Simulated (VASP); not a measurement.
# Ta2C (P-3m1) in VASP: notebook, part 3 of 3

VASP 6.6.1. The steps go on from the part before.

### 5 Single point, r2SCAN

This run uses another cell than the first one, of 13.80 Å³/atom, 1.096 times its volume.

File POSCAR:

```
Ta2C
1.0
    3.1101644559      0.0000000000      0.0000000000
   -1.5550822280      2.6934814288      0.0000000000
    0.0000000000      0.0000000000      4.9422989472
Ta C
2 1
Direct
    0.3333333333      0.6666666667      0.2535635793
    0.6666666667      0.3333333333      0.7464364207
    0.0000000000      0.0000000000      0.0000000000
```

File INCAR.step1:

```
  ALGO = Normal
  EDIFF = 1E-4
  ENCUT = 520
  GGA = PE
  ISMEAR = 0
  LASPH = True
  LCHARG = False
  LREAL = False
  LWAVE = True
  NBANDS = 20
  NELM = 60
  PREC = Accurate
  SIGMA = 0.1
```

File INCAR.step2:

```
  ALGO = Normal
  EDIFF = 1E-6
  ENCUT = 520
  ISIF = 2
  ISMEAR = 0
  ISTART = 1
  LASPH = True
  LCHARG = False
  LMIXTAU = True
  LREAL = False
  LWAVE = False
  METAGGA = R2SCAN
  NBANDS = 20
  NELM = 60
  PREC = Accurate
  SIGMA = 0.1
```

File KPOINTS:

```
k-points
0
Gamma
  18 18 10
```

Potentials or basis: VASP PAW PBE potentials, release 64 (Ta_pv, C).

Command:

```
> cat potpaw_PBE.64/Ta_pv/POTCAR potpaw_PBE.64/C/POTCAR > POTCAR
> cp INCAR.step1 INCAR
> mpirun -np 1 vasp_std > vasp.out
> cp INCAR.step2 INCAR
> mpirun -np 1 vasp_std > vasp.out
```

OUTCAR:

```text
EDIFF = 1E-6
   ENCUT = 520
   ISIF = 2
   ISMEAR = 0
   ISTART = 1
   LASPH = True
   LREAL = False
   METAGGA = R2SCAN
   NELM = 60
   PREC = Accurate

 ion  position               nearest neighbor table
   1  0.333  0.667  0.254-   3 2.19   3 2.19   3 2.19   2 3.03   2 3.03   2 3.03   2 3.08   2 3.08
                             2 3.08
   2  0.667  0.333  0.746-   3 2.19   3 2.19   3 2.19   1 3.03   1 3.03   1 3.03   1 3.08   1 3.08
                             1 3.08
   3  0.000  0.000  0.000-   1 2.19   2 2.19   2 2.19   1 2.19   2 2.19   1 2.19

  LATTYP: Found a hexagonal cell.
 ALAT       =     3.1101644559
 C/A-ratio  =     1.5890796185

  Lattice vectors:

 A1 = (   3.1101644559,   0.0000000000,   0.0000000000)
 A2 = (  -1.5550822280,   2.6934814288,   0.0000000000)
 A3 = (   0.0000000000,   0.0000000000,   4.9422989472)

Analysis of symmetry for initial positions (statically):
=====================================================================
 Subroutine PRICEL returns:
 Original cell was already a primitive cell.

 Routine SETGRP: Setting up the symmetry group for a
 hexagonal supercell.

 Subroutine GETGRP returns: Found 12 space group operations
 (whereof 12 operations were pure point group operations)
 out of a pool of 24 trial point group operations.

The static configuration has the point symmetry D_3d.

Analysis of symmetry for dynamics (positions and initial velocities):
=====================================================================
 Subroutine PRICEL returns:
 Original cell was already a primitive cell.

 Routine SETGRP: Setting up the symmetry group for a
 hexagonal supercell.

 Subroutine GETGRP returns: Found 12 space group operations
 (whereof 12 operations were pure point group operations)
 out of a pool of 24 trial point group operations.

The dynamic configuration has the point symmetry D_3d.

 Subroutine INISYM returns: Found 12 space group operations
 (whereof 12 operations are pure point group operations),
 and found     1 'primitive' translations

----------------------------------------------------------------------------------------

                                     Primitive cell

  volume of cell :      41.4025

  direct lattice vectors                    reciprocal lattice vectors
     3.110164456  0.000000000  0.000000000     0.321526406  0.185633357  0.000000000
    -1.555082228  2.693481429  0.000000000     0.000000000  0.371266714  0.000000000
     0.000000000  0.000000000  4.942298947     0.000000000  0.000000000  0.202334988

  length of vectors
     3.110164456  3.110164456  4.942298947     0.371266714  0.371266714  0.202334988

  position of ions in fractional coordinates (direct lattice)
     0.333333333  0.666666667  0.253563579
     0.666666667  0.333333333  0.746436421
     0.000000000  0.000000000  0.000000000

  ion indices of the primitive-cell ions
   primitive index   ion index
                 1           1
                 2           2
                 3           3

----------------------------------------------------------------------------------------

 KPOINTS: k-points

Automatic generation of k-mesh.
 Grid dimensions read from file:
 generate k-points for:   18   18   10

 Generating k-lattice:

  Cartesian coordinates                     Fractional coordinates (reciprocal lattice)
     0.017862578  0.010312964  0.000000000     0.055555556  0.000000000  0.000000000
     0.000000000  0.020625929  0.000000000     0.000000000  0.055555556  0.000000000
     0.000000000  0.000000000  0.020233499     0.000000000  0.000000000  0.100000000

  Length of vectors
     0.020625929  0.020625929  0.020233499

  Shift w.r.t. Gamma in fractional coordinates (k-lattice)
     0.000000000  0.000000000  0.000000000

 Subroutine IBZKPT returns following result:
 ===========================================

 Found    330 irreducible k-points:

 Following reciprocal coordinates:
            Coordinates               Weight
  0.000000  0.000000  0.000000      1.000000
  0.055556 -0.000000  0.000000      6.000000
  0.111111 -0.000000  0.000000      6.000000
  0.166667 -0.000000  0.000000      6.000000
  0.222222 -0.000000  0.000000      6.000000
  0.277778 -0.000000  0.000000      6.000000
[... 16 lines left out ...]
  0.333333  0.111111  0.000000     12.000000
  0.388889  0.111111  0.000000     12.000000
 [... further k-points ...]
   k-points           NKPTS =    330   k-points in BZ     NKDIM =    330   number of bands    NBANDS=     20
   number of dos      NEDOS =    301   number of ions     NIONS =      3
   total plane-waves  NPLWV =  23040
   dimension x,y,z NGX =    24 NGY =   24 NGZ =   40
   dimension x,y,z NGXF=    48 NGYF=   48 NGZF=   80
   ions per type =               2   1
   NGX,Y,Z   is equivalent  to a cutoff of  12.83, 12.83, 13.45 a.u.
   NGXF,Y,Z  is equivalent  to a cutoff of  25.66, 25.66, 26.91 a.u.
 SYSTEM =  unknown system
   PREC   = accura    normal or accurate (medium, high low for compatibility)
   ISTART =      1    job   : 0-new  1-cont  2-samecut
   ICHARG =      0    charge: 1-file 2-atom 10-const
   ISPIN  =      1    spin polarized calculation?
   LNONCOLLINEAR =      F non collinear calculations
   LSORBIT =      F    spin-orbit coupling
   LASPH  =      T    aspherical Exc in radial PAW
   ENCUT  =  520.0 eV  38.22 Ry    6.18 a.u.   5.78  5.78  9.19*2*pi/ulx,y,z
   NELM   =     60;   NELMIN=  2; NELMDL=  0     # of ELM steps
   EDIFF  = 0.1E-05   stopping-criterion for ELM
   LREAL  =      F    real-space projection
   EDIFFG = 0.1E-04   stopping-criterion for IOM
   NSW    =      0    number of steps for IOM
   IBRION =     -1    ionic relax: 0-MD 1-quasi-New 2-CG
   NFREE  =      0    steps in history (QN), initial steepest desc. (CG)
   ISIF   =      2    stress and relaxation
   ISYM   =      2    0-nonsym 1-usesym 2-fastsym
   POTIM  = 0.5000    time-step for ionic-motion
   TEBEG  =    0.0;   TEEND  =   0.0 temperature during run
   PSTRESS=    0.0 pullay stress
   NELECT =      26.0000    total number of electrons
   NUPDOWN=      -1.0000    fix difference up-down
   EMIN   =  10.00;   EMAX   =-10.00  energy-range for DOS
   EFERMI =   0.00;   METHOD = LEGACY
   ISMEAR =     0;   SIGMA  =   0.10  broadening in eV -4-tet -1-fermi 0-gaus
   EFERMI_NEDOS =   21; number of points for ismear=-14 and -15
   IALGO  =     38    algorithm
   IMIX   =      4    mixing-type and parameters
     AMIX     =   0.40;   BMIX     =  1.00
     AMIX_MAG =   1.60;   BMIX_MAG =  1.00
  volume/ion in A,a.u.               =      13.80        93.13
  Fermi-wavevector in a.u.,A,eV,Ry     =   1.401922  2.649248 26.740688  1.965385
  Thomas-Fermi vector in A             =   2.524735
   LORBIT       =      0    0 simple, 1 ext, 2 COOP (PROOUT), +10 PAW based schemes
   METAGGA = R2SCAN    functional components
   LHFCALC =     F    Hartree Fock is set to
   AEXX    =    0.0000 exact exchange contribution
   IVDW    =     0    specifies the selected vdW correction
   LEPSILON=     F    determine dielectric tensor
   LRPA    =     F    only Hartree local field effects (RPA)
 non-spin polarized calculation
 Gauss-broadening in eV      SIGMA  =   0.10
  energy-cutoff  :      520.00
  volume of cell :       41.40
 maximum number of plane-waves:      1134
   NGX = 11   NGY = 11   NGZ = 19

 number of electron      25.9999999 magnetization

 Free energy of the ion-electron system (eV)
  ---------------------------------------------------
  ext. energy  EPLUGINS =         0.00000000
  ---------------------------------------------------
  free energy    TOTEN  =      -109.16634748 eV

  energy without entropy =     -109.16289211  energy(sigma->0) =     -109.16461980

 E-fermi :   6.5729     XC(G=0): -13.8548

 val. band max:        6.5694389979   @ k =  -0.1667   0.5000   0.4000
 cond. band min:       6.5774995141   @ k =   0.0000   0.0556   0.3000
 fundamental gap:      0.0080605162
 Fermi energy:         6.5729322968

 k-point     1 :       0.0000    0.0000    0.0000
  band No.  band energies     occupation
      1     -29.6574      2.00000
      2     -28.9528      2.00000
      3     -28.9528      2.00000
      4     -28.8381      2.00000
      5     -28.8381      2.00000
      6     -28.7487      2.00000
[... 12 lines left out ...]
     19       9.4455      0.00000
[... 513 lines left out ...]
      4     -29.1759      2.00000
      5     -28.9661      2.00000
      6     -28.9601      2.00000
[... 12 lines left out ...]
     19      12.3911      0.00000
     20      12.7764      0.00000

 [... further k-points ...]

------------------------ aborting loop because EDIFF is reached ----------------------------------------

  FORCE on cell =-STRESS in cart. coord.  units (eV):
  Direction    XX          YY          ZZ          XY          YZ          ZX
  --------------------------------------------------------------------------------------
  -------------------------------------------------------------------------------------
  Total        0.2228638      0.2228638      0.2194659     -0.0000000     -0.0000000      0.0000000
  in kB        8.6242964      8.6242964      8.4928062     -0.0000000     -0.0000000      0.0000000
  external PRESSURE =       8.5804663 kB  Pullay stress =       0.0000000 kB

 VOLUME and BASIS-vectors are now :
 -----------------------------------------------------------------------------
  energy-cutoff  :      520.00
  volume of cell :       41.40
      direct lattice vectors                 reciprocal lattice vectors
     3.110164456  0.000000000  0.000000000     0.321526406  0.185633357  0.000000000
    -1.555082228  2.693481429  0.000000000     0.000000000  0.371266714  0.000000000
     0.000000000  0.000000000  4.942298947     0.000000000  0.000000000  0.202334988

 POSITION                                       TOTAL-FORCE (eV/Angst)
 -----------------------------------------------------------------------------------
     -0.00000      1.79565      1.25319         0.000000     -0.000000      0.045691
      1.55508      0.89783      3.68911        -0.000000      0.000000     -0.045691
      0.00000      0.00000      0.00000         0.000000      0.000000      0.000000
 -----------------------------------------------------------------------------------
    total drift:                                0.000000     -0.000000     -0.000000

  FREE ENERGIE OF THE ION-ELECTRON SYSTEM (eV)
  ---------------------------------------------------
  free  energy   TOTEN  =      -109.1663474811 eV

  energy  without entropy=     -109.1628921125  energy(sigma->0) =     -109.16461980
```

Run time: 4.8 min. Hardware: 1 thread of Intel Xeon 6975P-C (Granite Rapids), shared host; peak memory 0.36 GiB.

Results:

```
Free energy            : -109.1663 eV
Pressure               : 0.9 GPa
Largest force          : 0.046 eV/Å
Band gap on the k mesh : zero (band 13 reaches 7.08 eV, above the bottom of band 14 at 6.30 eV)
```

Forces in eV/Å, atoms in the order of the input:
```
Ta   0.000  0.000  0.046
Ta   0.000  0.000 -0.046
C    0.000  0.000  0.000
```

Levels at points of the mesh, in eV from the Fermi level:
| k point | band 9 | band 10 | band 11 | band 12 | band 13 | band 14 | band 15 | band 16 | band 17 | band 18 |
| --- | --- | --- | --- | --- | --- | --- | --- | --- | --- | --- |
| (0.00, 0.00, 0.00) | -3.85 | -3.85 | -3.51 | 0.02 | 0.51 | 0.51 | 1.17 | 1.17 | 2.45 | 2.45 |
| (0.50, 0.00, 0.00) | -4.69 | -4.28 | -3.89 | -2.13 | -0.46 | 3.38 | 3.56 | 4.66 | 5.26 | 5.35 |
| (0.00, 0.00, 0.50) | -4.11 | -4.11 | -1.97 | -1.80 | -0.24 | -0.24 | 2.98 | 2.98 | 3.62 | 3.62 |
| (0.50, 0.00, 0.50) | -4.95 | -3.84 | -2.63 | -1.51 | -1.23 | 1.47 | 1.49 | 4.47 | 4.94 | 5.10 |

Caveat: the PAW data sets were made with another functional, which shifts forces and pressure a little; spin-orbit coupling is left out, which moves the levels of the heavy elements.

### 6 Single point, r2SCAN (equal strain along all axes, cell held: +3.0 %, then relaxed in part)

File POSCAR:

```
Ta2C
1.0
    3.2034693896      0.0000000000      0.0000000000
   -1.6017346948      2.7742858717      0.0000000000
    0.0000000000      0.0000000000      5.0905679156
Ta C
2 1
Direct
    0.3333333333      0.6666666667      0.2481053053
    0.6666666667      0.3333333333      0.7518946947
    0.0000000000      0.0000000000      0.0000000000
```

File INCAR.step1:

```
SYSTEM = Ta2C
PREC = Accurate
ENCUT = 520
ISMEAR = 0
SIGMA = 0.1
LREAL = .FALSE.
LASPH = .TRUE.
NELM = 60
NBANDS = 20
GGA = PE
ALGO = Normal
EDIFF = 1E-4
LWAVE = .TRUE.
LCHARG = .FALSE.
```

File INCAR.step2:

```
SYSTEM = Ta2C
PREC = Accurate
ENCUT = 520
EDIFF = 1E-6
ISMEAR = 0
SIGMA = 0.1
LREAL = .FALSE.
LASPH = .TRUE.
NELM = 60
ALGO = Normal
ISIF = 2
LWAVE = .FALSE.
LCHARG = .FALSE.
METAGGA = R2SCAN
LMIXTAU = .TRUE.
NBANDS = 20
ISTART = 1
```

File KPOINTS:

```
regular mesh
0
G
  18 18 10
  0 0 0
```

Potentials or basis: VASP PAW PBE potentials, release 64 (Ta_pv, C).

Command:

```
> cat potpaw_PBE.64/Ta_pv/POTCAR potpaw_PBE.64/C/POTCAR > POTCAR
> cp INCAR.step1 INCAR
> mpirun -np 1 vasp_std > vasp.out
> cp INCAR.step2 INCAR
> mpirun -np 1 vasp_std > vasp.out
```

Wall time 25 min (1 thread of Oxide Virtual Turin-like, shared host); peak memory 0.35 GiB.

Results (log left out):

```yaml
Free_energy: -108.9253 eV
Pressure: -19.2 GPa
Largest_force: 0.036 eV/Å
Band_gap_on_the_k_mesh: zero (band 13 reaches 6.30 eV, above the bottom of band 14 at 5.63 eV)
```

Forces on the atoms (eV/Å):
```
Ta   0.000  0.000  0.036
Ta   0.000  0.000 -0.036
C    0.000  0.000  0.000
```

Stress tensor (GPa, compression positive):
```
-19.30   0.00   0.00
  0.00 -19.30   0.00
  0.00   0.00 -19.07
```

Levels at points of the mesh, in eV from the Fermi level:
```tsv
k point	band 10	band 11	band 12	band 13	band 14	band 15	band 16	band 17
(0.00, 0.00, 0.00)	-3.76	-3.56	0.03	0.46	0.46	1.01	1.01	2.36
(0.50, 0.00, 0.00)	-4.10	-3.46	-2.00	-0.60	3.17	3.19	4.05	4.52
(0.00, 0.00, 0.50)	-3.96	-1.90	-1.59	-0.21	-0.21	2.54	2.54	3.27
(0.50, 0.00, 0.50)	-3.77	-2.48	-1.50	-1.27	1.49	1.64	3.86	4.37
```

Caveat: the cell differs from its parent crystal (equal strain along all axes, cell held: +3.0 %, then relaxed in part); the PAW data sets were made with another functional, which shifts forces and pressure a little; spin-orbit coupling is left out, which moves the levels of the heavy elements.

### 7 The runs side by side

| cell | gap on the mesh (eV) | pressure (GPa) | largest force (eV/Å) |
| --- | --- | --- | --- |
| a = 3.017, b = 3.017, c = 4.794 Å, angles 90.0, 90.0, 120.0°, 3 atoms | none | 31.4 | 0.06 |
| a = 3.048, b = 3.048, c = 4.843 Å, angles 90.0, 90.0, 120.0°, 3 atoms | none | 19.8 | 0.06 |
| a = 3.079, b = 3.079, c = 4.893 Å, angles 90.0, 90.0, 120.0°, 3 atoms | none | 9.7 | 0.05 |
| a = 3.110, b = 3.110, c = 4.942 Å, angles 90.0, 90.0, 120.0°, 3 atoms | none | 0.9 | 0.05 |
| a = 3.203, b = 3.203, c = 5.091 Å, angles 90.0, 90.0, 120.0°, 3 atoms | none | -19.2 | 0.04 |

Alike in all rows: task single point; level r2SCAN; potentials or basis VASP PAW PBE potentials, release 64 (Ta_pv, C); no spin polarisation; k mesh 18 × 18 × 10; cutoff (eV) 520; smearing gaussian 0.1 eV.

Caveats: the PAW data sets were made with another functional, which shifts forces and pressure a little; spin-orbit coupling is left out, which moves the levels of the heavy elements.

Total energies depend on the potentials used, so only differences within one code and one set of settings carry meaning.
